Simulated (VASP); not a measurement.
Input of a VASP 6.6.1 run:

INCAR

```
SYSTEM = LuBe
PREC = Accurate
ENCUT = 600
EDIFF = 1E-6
ISMEAR = -1
SIGMA = 0.05
LREAL = .FALSE.
LASPH = .TRUE.
NELM = 60
ALGO = Normal
ISIF = 3
LWAVE = .FALSE.
LCHARG = .FALSE.
GGA = CA
IBRION = 2
NSW = 60
EDIFFG = -0.01
```

KPOINTS

```
regular mesh
0
G
  8 8 8
  0 0 0
```

File POSCAR:

```
LuBe
1.0
    3.3203700000      0.0000000000      0.0000000000
    0.0000000000      3.3203700000      0.0000000000
    0.0000000000      0.0000000000      3.3203700000
Lu Be
1 1
Direct
    0.0000000000      0.0000000000      0.0000000000
    0.5000000000      0.5000000000      0.5000000000
```

Potentials or basis: VASP PAW PBE potentials, release 64 (Lu, Be).

The run is started by

```sh
$ cat potpaw_PBE.64/Lu/POTCAR potpaw_PBE.64/Be/POTCAR > POTCAR
$ mpirun -np 1 vasp_std > vasp.out
```

Task: Estimate the relaxed cell.

Result: a = 3.241 Å, b = 3.241 Å, c = 3.241 Å, α = 90.00°, β = 90.00°, γ = 90.00°.

Task: Estimate the space group after relaxing (to 0.05 Å).

Result: Pm-3m (No. 221).

Task: Predict the relaxed volume.

Result: 17.03 Å³/atom.

Step by step:
```tsv
step	energy change (eV)	largest force (eV/Å)	pressure (GPa)	volume (Å³)
1	0.0000	0.0000	-4.98	36.61
2	-0.0411	0.0000	0.94	33.68
3	-0.0419	0.0000	-0.09	34.06
```

Caveat: the PAW data sets were made with another functional, which shifts forces and pressure a little.
